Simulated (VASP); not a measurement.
# MnS: single point with PBEsol

The system is MnS.

```
Mn S
1.0
     3.95358    0.00000    0.00000
    -1.97679    3.42390    0.00000
     0.00000    0.00000    6.34253
Mn S
2 2
Direct
  0.66667 0.33333 0.49884
  0.33333 0.66667 0.99884
  0.33333 0.66667 0.62615
  0.66667 0.33333 0.12615
```

| Item | Value |
| --- | --- |
| Program | VASP 6.6.1 |
| Task | single point |
| Functional | PBEsol |
| Potentials or basis | VASP PAW PBE potentials, release 64 (Mn_pv, S) |
| Cutoff | 520 eV |
| k mesh | 7 × 7 × 4 |
| Occupations | fermi-dirac, width 0.05 eV |
| Spin | collinear spin, ferromagnetic start |
| Starting moments | [1.0, 1.0, 0.0, 0.0] μB |
| Fixed moment | 2 μB |
| Dipole correction | no |
| Further INCAR settings | ALGO = Normal; EDIFF = 1e-06; NBANDS = 31 |

| Item | Value |
| --- | --- |
| Pressure | -21.8 GPa |
| Largest force | 0.116 eV/Å |
| Net moment | 2.00 μB per cell |
| Site moments | Mn +1.06; S -0.06 μB |
| Valence electrons inside the program's atomic spheres | Mn 11.51; S 3.60 |

Forces on the atoms (eV/Å):
```
Mn   0.000  0.000  0.116
Mn   0.000  0.000  0.116
S    0.000  0.000 -0.116
S    0.000  0.000 -0.116
```

Stress tensor (GPa, compression positive):
```
-22.36   0.00   0.00
  0.00 -22.36   0.00
  0.00   0.00 -20.71
```

Wall time 3.4 min on 1 thread of Oxide Virtual Turin-like Processor, on a shared host, peak memory 0.25 GiB.

Caveat: the cell stands under tension; the PAW data sets were made with another functional, which shifts forces and pressure a little; the total moment is fixed, so each spin has its own Fermi level and the state may be an excited one; the run started ferromagnetic, and an antiferromagnetic order may lie lower in energy.
